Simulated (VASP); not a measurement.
A run of VASP 6.6.1:

INCAR

```
ALGO = Normal
EDIFF = 1E-6
EDIFFG = -0.04
ENCUT = 600
GGA = PE
IBRION = 2
ISIF = 3
ISMEAR = 0
LASPH = True
LCHARG = False
LREAL = False
LWAVE = False
NELM = 80
NSW = 90
PREC = Accurate
SIGMA = 0.1
```

File KPOINTS:

```
k-points
0
Gamma
  6 6 4
```

POSCAR

```
CaH
1.0
    5.1984116780      0.0000000000      0.0000000000
   -2.5992058390      4.5019565725      0.0000000000
    0.0000000000      0.0000000000      4.1941730584
Ca H
3 3
Direct
    0.5000000000      0.0000000000      0.0000000000
    0.5000000000      0.5000000000      0.0000000000
    0.0000000000      0.5000000000      0.0000000000
    0.0000000000      0.0000000000      0.0000000000
    0.3333333333      0.6666666667      0.5000000000
    0.6666666667      0.3333333333      0.5000000000
```

Potentials or basis: VASP PAW PBE potentials, release 64 (Ca_sv, H).

Run with:

```sh
$ cat potpaw_PBE.64/Ca_sv/POTCAR potpaw_PBE.64/H/POTCAR > POTCAR
$ mpirun -np 1 vasp_std > vasp.out
```

Hardware: 1 thread of AMD EPYC 9R14 (Zen 4), on a shared host.

Task: How long does it take, and how much memory?

Result: It took 4.9 min on 1 thread of AMD EPYC 9R14 (Zen 4), on a shared host, peak memory 0.23 GiB. Counts: scf iterations 72, k points 21, ion steps 7.
